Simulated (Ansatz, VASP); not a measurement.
## Two plane-wave programs on Te

The input INCAR:

```
SYSTEM = Te
ALGO     = Normal         ! electronic algorithm
EDIFF    = 1E-6           ! SCF threshold, eV
ENCUT    = 520            ! plane-wave cutoff, eV
ISIF     = 2              ! what is computed and relaxed
ISMEAR   = -1             ! smearing method
LASPH    = .TRUE.         ! aspherical terms in the spheres
LCHARG   = .FALSE.        ! write CHGCAR
LREAL    = .FALSE.        ! projectors in reciprocal space
LWAVE    = .FALSE.        ! write WAVECAR
NBANDS   = 16             ! bands
NELM     = 100            ! most SCF steps
PREC     = Accurate       ! precision mode
SIGMA    = 0.05           ! smearing width, eV
```

File KPOINTS:

```
k-points
0
G
  2 2 1
  0 0 0
```

File POSCAR:

```
Te
1.0
    4.2966332825      0.0000000000      0.0000000000
   -2.1483166412      3.7209935734      0.0000000000
    0.0000000000      0.0000000000      5.9041060663
Te
3
Direct
    0.2855404168      1.0000000000      0.3333333333
    1.0000000000      0.2855404168      0.6666666667
    0.7144595832      0.7144595832      1.0000000000
```

Input for Ansatz:

```yaml
crystal:
  lattice:
    - [4.2966332825, 0.0, 0.0]
    - [-2.1483166412, 3.7209935734, 0.0]
    - [0.0, 0.0, 5.9041060663]
  atoms:
    - { symbol: Te, position: [0.2855404168, 1.0, 0.3333333333] }
    - { symbol: Te, position: [1.0, 0.2855404168, 0.6666666667] }
    - { symbol: Te, position: [0.7144595832, 0.7144595832, 1.0] }
hamiltonian:
  xc: lda
  pseudopotentials:
    kind: paw
    azcp:
      Te: "pseudopotentials/Te.paw.azcp"
basis:
  ecutwfc: 420
  fft_grid_basis: typed
kpoints:
  mp_grid: { grid: [2, 2, 1], shift: [0, 0, 0] }
magnetization:
  spin_polarized: false
scf:
  occupations: { method: fermi_dirac, width: 0.05 }
  lower_state_search: "off"
output:
  stress: true
  write_density: true
  write_potential: true
  elf: true
  volumetric_format: npy
```

Alike in both runs: task single point; functional LDA; k mesh 2 × 2 × 1; occupations fermi-dirac, width 0.05 eV; no spin polarisation.

|  | VASP | Ansatz |
| --- | --- | --- |
| version | VASP 6.6.1 | Ansatz 0.2.0 |
| potentials or method | VASP PAW LDA potentials, release 64 (Te), cutoff 520 eV | plane waves (420 eV) with PAW, scalar-relativistic |
| valence electrons in the cell | 18 | 48 |

VASP gave:

```
pressure (GPa)                                                : 1.2
traceless stress, the component that is largest in VASP (GPa) : -7.72
```

Question: Which values does Ansatz return?

Answer: Pressure (GPa): 1.1; traceless stress, the component that is largest in VASP (GPa): -7.71.

Ansatz warns that its potentials were made for another functional, while VASP's fit it. LDA's correlation is that of Perdew and Zunger in VASP and of Perdew and Wang (1992) in Ansatz. VASP's potentials hold 18 valence electrons a cell and Ansatz's 48, so a difference there can come from the potentials and not from the codes.

The k mesh is coarse, so the values compare programs but aren't converged. Spin-orbit coupling is off throughout.
